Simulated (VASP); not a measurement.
# Nb (P6/mmm) in VASP: relaxation of cell and atoms with PBE

Aim: the relaxation of cell and atoms of Nb with PBE.

Program: VASP 6.6.1. These are calculated values, not measurements. Logs are shortened: lines on timing, memory, paths and dates and some standing lists are left out, and cuts for length are marked.

**1. The cell of the first run**

It takes space group P6/mmm (No. 191, hexagonal). The conventional cell has a = 4.885 Å, b = 4.885 Å, c = 2.692 Å, α = 90.00°, β = 90.00°, γ = 120.00°. Nb (site symmetry 6/mmm) has 14 Nb at 2.69 to 3.12 Å within 3.5 Å. Within 3.5 Å of Nb (site symmetry -6m2) lie 11 Nb at 2.69 to 3.12 Å.

This isn't the form of Nb at room conditions, which is bcc.

**2. Relaxation of cell and atoms, PBE**

The input, INCAR:

```
SYSTEM = Nb
  PREC = Accurate
  ENCUT = 600
  EDIFF = 1E-6
  ISMEAR = 0
  SIGMA = 0.1
  LREAL = .FALSE.
  LASPH = .TRUE.
  NELM = 80
  ALGO = Fast
  ISIF = 3
  LWAVE = .FALSE.
  LCHARG = .FALSE.
  GGA = PE
  IBRION = 2
  NSW = 100
  EDIFFG = -0.01
```

The input, KPOINTS:

```
Automatic mesh
0
G
  12 12 18
  0 0 0
```

The input, POSCAR:

```
Nb
1.0
    4.8847035938      0.0000000000      0.0000000000
   -2.4423517969      4.2302774022      0.0000000000
    0.0000000000      0.0000000000      2.6917938566
Nb
3
Direct
    0.0000000000      0.0000000000      0.0000000000
    0.3333333333      0.6666666667      0.5000000000
    0.6666666667      0.3333333333      0.5000000000
```

Potentials or basis: VASP PAW PBE potentials, release 64 (Nb_sv).

Launch:

```console
> cat potpaw_PBE.64/Nb_sv/POTCAR > POTCAR
> mpirun -np 1 vasp_std > vasp.out
```

OUTCAR:

```text
SYSTEM = Nb
   PREC = Accurate
   ENCUT = 600
   EDIFF = 1E-6
   ISMEAR = 0
   LREAL = .FALSE.
   LASPH = .TRUE.
   NELM = 80
   ISIF = 3
   GGA = PE
   IBRION = 2
   NSW = 100
   EDIFFG = -0.01

 ion  position               nearest neighbor table
   1  0.000  0.000  0.000-
   2  0.333  0.667  0.500-   3 2.82   3 2.82   3 2.82
   3  0.667  0.333  0.500-   2 2.82   2 2.82   2 2.82

  LATTYP: Found a hexagonal cell.
 ALAT       =     4.8847035938
 C/A-ratio  =     0.5510659562

  Lattice vectors:

 A1 = (   4.8847035938,   0.0000000000,   0.0000000000)
 A2 = (  -2.4423517969,   4.2302774022,   0.0000000000)
 A3 = (   0.0000000000,   0.0000000000,   2.6917938566)

Analysis of symmetry for initial positions (statically):
=====================================================================
 Subroutine PRICEL returns:
 Original cell was already a primitive cell.

 Routine SETGRP: Setting up the symmetry group for a
 hexagonal supercell.

 Subroutine GETGRP returns: Found 24 space group operations
 (whereof 24 operations were pure point group operations)
 out of a pool of 24 trial point group operations.

The static configuration has the point symmetry D_6h.

Analysis of symmetry for dynamics (positions and initial velocities):
=====================================================================
 Subroutine PRICEL returns:
 Original cell was already a primitive cell.

 Routine SETGRP: Setting up the symmetry group for a
 hexagonal supercell.

 Subroutine GETGRP returns: Found 24 space group operations
 (whereof 24 operations were pure point group operations)
 out of a pool of 24 trial point group operations.

The dynamic configuration has the point symmetry D_6h.

 Subroutine INISYM returns: Found 24 space group operations
 (whereof 24 operations are pure point group operations),
 and found     1 'primitive' translations

----------------------------------------------------------------------------------------

                                     Primitive cell

  volume of cell :      55.6223

  direct lattice vectors                    reciprocal lattice vectors
     4.884703594  0.000000000  0.000000000     0.204720712  0.118195558  0.000000000
    -2.442351797  4.230277402  0.000000000     0.000000000  0.236391117  0.000000000
     0.000000000  0.000000000  2.691793857     0.000000000  0.000000000  0.371499473

  length of vectors
     4.884703594  4.884703594  2.691793857     0.236391117  0.236391117  0.371499473

  position of ions in fractional coordinates (direct lattice)
     0.000000000  0.000000000  0.000000000
     0.333333333  0.666666667  0.500000000
     0.666666667  0.333333333  0.500000000

  ion indices of the primitive-cell ions
   primitive index   ion index
                 1           1
                 2           2
                 3           3

----------------------------------------------------------------------------------------

 KPOINTS: Automatic mesh

Automatic generation of k-mesh.
 Grid dimensions read from file:
 generate k-points for:   12   12   18

 Generating k-lattice:

  Cartesian coordinates                     Fractional coordinates (reciprocal lattice)
     0.017060059  0.009849630  0.000000000     0.083333333  0.000000000  0.000000000
     0.000000000  0.019699260  0.000000000     0.000000000  0.083333333  0.000000000
     0.000000000  0.000000000  0.020638860     0.000000000  0.000000000  0.055555556

  Length of vectors
     0.019699260  0.019699260  0.020638860

  Shift w.r.t. Gamma in fractional coordinates (k-lattice)
     0.000000000  0.000000000  0.000000000

 Subroutine IBZKPT returns following result:
 ===========================================

 Found    190 irreducible k-points:

 Following reciprocal coordinates:
            Coordinates               Weight
  0.000000  0.000000  0.000000      1.000000
  0.083333 -0.000000  0.000000      6.000000
  0.166667  0.000000  0.000000      6.000000
  0.250000  0.000000  0.000000      6.000000
  0.333333 -0.000000  0.000000      6.000000
  0.416667 -0.000000  0.000000      6.000000
[... 16 lines left out ...]
  0.250000  0.000000  0.055556     12.000000
  0.333333 -0.000000  0.055556     12.000000
 [... further k-points ...]
   k-points           NKPTS =    190   k-points in BZ     NKDIM =    190   number of bands    NBANDS=     23
   number of dos      NEDOS =    301   number of ions     NIONS =      3
   total plane-waves  NPLWV =  38400
   dimension x,y,z NGX =    40 NGY =   40 NGZ =   24
   dimension x,y,z NGXF=    80 NGYF=   80 NGZF=   48
   ions per type =               3
   NGX,Y,Z   is equivalent  to a cutoff of  13.61, 13.61, 14.82 a.u.
   NGXF,Y,Z  is equivalent  to a cutoff of  27.23, 27.23, 29.64 a.u.
 SYSTEM =  Nb
   PREC   = accura    normal or accurate (medium, high low for compatibility)
   ISTART =      0    job   : 0-new  1-cont  2-samecut
   ICHARG =      2    charge: 1-file 2-atom 10-const
   ISPIN  =      1    spin polarized calculation?
   LNONCOLLINEAR =      F non collinear calculations
   LSORBIT =      F    spin-orbit coupling
   LASPH  =      T    aspherical Exc in radial PAW
   ENCUT  =  600.0 eV  44.10 Ry    6.64 a.u.   9.76  9.76  5.38*2*pi/ulx,y,z
   NELM   =     80;   NELMIN=  2; NELMDL= -5     # of ELM steps
   EDIFF  = 0.1E-05   stopping-criterion for ELM
   LREAL  =      F    real-space projection
   EDIFFG = -.1E-01   stopping-criterion for IOM
   NSW    =    100    number of steps for IOM
   IBRION =      2    ionic relax: 0-MD 1-quasi-New 2-CG
   NFREE  =      1    steps in history (QN), initial steepest desc. (CG)
   ISIF   =      3    stress and relaxation
   ISYM   =      2    0-nonsym 1-usesym 2-fastsym
   POTIM  = 0.5000    time-step for ionic-motion
   TEBEG  =    0.0;   TEEND  =   0.0 temperature during run
   PSTRESS=    0.0 pullay stress
   NELECT =      39.0000    total number of electrons
   NUPDOWN=      -1.0000    fix difference up-down
   EMIN   =  10.00;   EMAX   =-10.00  energy-range for DOS
   EFERMI =   0.00;   METHOD = LEGACY
   ISMEAR =     0;   SIGMA  =   0.10  broadening in eV -4-tet -1-fermi 0-gaus
   EFERMI_NEDOS =   21; number of points for ismear=-14 and -15
   IALGO  =     68    algorithm
   IMIX   =      4    mixing-type and parameters
     AMIX     =   0.40;   BMIX     =  1.00
     AMIX_MAG =   1.60;   BMIX_MAG =  1.00
  volume/ion in A,a.u.               =      18.54       125.12
  Fermi-wavevector in a.u.,A,eV,Ry     =   1.454387  2.748394 28.779621  2.115242
  Thomas-Fermi vector in A             =   2.571544
   LORBIT       =      0    0 simple, 1 ext, 2 COOP (PROOUT), +10 PAW based schemes
   GGA     = PE    functional components
   LHFCALC =     F    Hartree Fock is set to
   AEXX    =    0.0000 exact exchange contribution
   IVDW    =     0    specifies the selected vdW correction
   LEPSILON=     F    determine dielectric tensor
   LRPA    =     F    only Hartree local field effects (RPA)
 conjugate gradient relaxation of ions
 non-spin polarized calculation
 RMM-DIIS sequential band-by-band and
 Gauss-broadening in eV      SIGMA  =   0.10
  energy-cutoff  :      600.00
  volume of cell :       55.62
 maximum number of plane-waves:      1895
 NGX is ok and might be reduce to    40
   NGX = 19   NGY = 19   NGZ = 11

--------------------------------------- Ionic step        1  -------------------------------------------

 number of electron      39.0000001 magnetization

 Free energy of the ion-electron system (eV)
  ---------------------------------------------------
  ext. energy  EPLUGINS =         0.00000000
  ---------------------------------------------------
  free energy    TOTEN  =       -30.05661658 eV

  energy without entropy =      -30.04070670  energy(sigma->0) =      -30.04866164

------------------------ aborting loop because EDIFF is reached ----------------------------------------

  FORCE on cell =-STRESS in cart. coord.  units (eV):
  Direction    XX          YY          ZZ          XY          YZ          ZX
  --------------------------------------------------------------------------------------
  -------------------------------------------------------------------------------------
  Total       -0.1369234     -0.1369234     -0.5907578      0.0000000      0.0000000      0.0000000
  in kB       -3.9440224     -3.9440224    -17.0165385      0.0000000      0.0000000      0.0000000
  external PRESSURE =      -8.3015278 kB  Pullay stress =       0.0000000 kB
[... 133 lines left out ...]
  energy  without entropy=      -30.0423822412  energy(sigma->0) =      -30.05022197

--------------------------------------- Ionic step        5  -------------------------------------------

 number of electron      39.0000001 magnetization

 Free energy of the ion-electron system (eV)
  ---------------------------------------------------
  ext. energy  EPLUGINS =         0.00000000
  ---------------------------------------------------
  free energy    TOTEN  =       -30.05807725 eV

  energy without entropy =      -30.04237500  energy(sigma->0) =      -30.05022613

 E-fermi :  11.0399     XC(G=0): -12.3614

 val. band max:       11.0394078375   @ k =   0.3333   0.0833   0.2778
 cond. band min:      11.0487118722   @ k =   0.0000   0.0000   0.4444
 fundamental gap:      0.0093040347
 Fermi energy:        11.0399166440

 k-point     1 :       0.0000    0.0000    0.0000
  band No.  band energies     occupation
      1     -43.6070      2.00000
      2     -43.4282      2.00000
      3     -43.3720      2.00000
      4     -19.9306      2.00000
      5     -19.9306      2.00000
      6     -19.7270      2.00000
[... 613 lines left out ...]
     22      12.8359      0.00000
     23      13.0598      0.00000

 [... further k-points ...]
[... 5 lines left out ...]
  --------------------------------------------------------------------------------------
  -------------------------------------------------------------------------------------
  Total        0.0045080      0.0045080      0.0090406      0.0000000     -0.0000000      0.0000000
  in kB        0.1304858      0.1304858      0.2616815      0.0000000     -0.0000000      0.0000000
  external PRESSURE =       0.1742177 kB  Pullay stress =       0.0000000 kB
[... 18 lines left out ...]
  FREE ENERGIE OF THE ION-ELECTRON SYSTEM (eV)
  ---------------------------------------------------
  free  energy   TOTEN  =       -30.0580772543 eV

  energy  without entropy=      -30.0423749998  energy(sigma->0) =      -30.05022613

 reached required accuracy - stopping structural energy minimisation
```

Run time: 16 min. Hardware: 1 thread of Intel Xeon 6975P-C (Granite Rapids), shared host; peak memory 0.37 GiB.

What came out:

```yaml
Free_energy: -30.0581 eV
Relaxed_volume: 18.45 Å³/atom
Relaxed_cell: a = 4.885 Å, b = 4.885 Å, c = 2.678 Å, α = 90.00°, β = 90.00°, γ = 120.00°
Space_group_after_relaxing_to_0.1_Å: P6/mmm (No. 191)
Energy_gained_by_relaxing: 0.5 meV/atom
Ionic_steps: 5
Pressure_after_relaxing: 0.0 GPa
Band_gap_on_the_k_mesh: zero (an odd number of electrons rules out a gap without spin polarisation)
```

The path:
| step | energy change (eV) | largest force (eV/Å) | pressure (GPa) | volume (Å³) |
| --- | --- | --- | --- | --- |
| 1 | 0.0000 | 0.0000 | -0.83 | 55.62 |
| 2 | 0.0012 | 0.0000 | 1.68 | 54.85 |
| 3 | -0.0013 | 0.0000 | 0.15 | 55.29 |
| 4 | -0.0014 | 0.0000 | -0.03 | 55.37 |
| 5 | -0.0015 | 0.0000 | 0.02 | 55.35 |

Final structure:
```yaml
crystal:
  lattice:
    - [4.88499, 0.00000, 0.00000]
    - [-2.44250, 4.23053, 0.00000]
    - [0.00000, 0.00000, 2.67841]
  atoms:
    - { symbol: Nb, position: [0.00000, 0.00000, 0.00000] }
    - { symbol: Nb, position: [0.33333, 0.66667, 0.50000] }
    - { symbol: Nb, position: [0.66667, 0.33333, 0.50000] }
```

Levels at points of the mesh, in eV from the Fermi level:
```
           k point  band 16  band 17  band 18  band 19  band 20  band 21  band 22  band 23
(0.00, 0.00, 0.00)    -1.20    -1.20    -1.19    -1.19    -1.00     0.62     0.62     2.97
(0.50, 0.00, 0.00)    -1.98    -1.79    -1.55    -1.02    -0.89     1.46     2.01     3.11
(0.00, 0.00, 0.50)    -2.81    -1.90    -0.77    -0.06    -0.06     1.14     1.14     3.62
(0.50, 0.00, 0.50)    -2.41    -1.16    -0.97    -0.61     0.85     0.86     1.71     2.19
```
